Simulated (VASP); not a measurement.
Runs of VASP 6.6.1 on WC. The structure is that of space group P4/mmm (No. 123), or close to it. The cells are those of the table. 

```csv
task,cell,k mesh,cutoff (eV),gap on the mesh (eV),pressure (GPa),relaxed volume (Å³/atom)
relaxation of cell and atoms,"relaxed from a = 2.943, b = 2.943, c = 3.014 Å, 2 atoms",18 × 18 × 18,600,none,0.0,13.10
relaxation of cell and atoms,"relaxed from a = 2.939, b = 2.939, c = 3.063 Å, 2 atoms",6 × 6 × 6,600,none,-0.1,13.07
single point,"a = 2.943, b = 2.943, c = 3.014 Å, 2 atoms",6 × 6 × 6,520,none,0.4,-
relaxation of cell and atoms,"relaxed from a = 2.711, b = 2.711, c = 4.000 Å, 2 atoms",6 × 6 × 4,600,none,0.3,(a)
single point,"a = 2.939, b = 2.939, c = 3.063 Å, 2 atoms",6 × 6 × 4,520,none,0.4,-
```

Alike in all rows: level PBE; potentials or basis VASP PAW PBE potentials, release 64 (W_sv, C); no spin polarisation; smearing gaussian 0.1 eV.

Task: Fill in the values left out.

Result: (a) 13.23.

Caveats: some runs use coarse meshes; spin-orbit coupling is left out, which moves the levels of the heavy elements.

A k mesh can miss the band edges, and the runs leave out spin-orbit coupling on W.

A gap of «none» marks levels without a gap at the run's occupations.
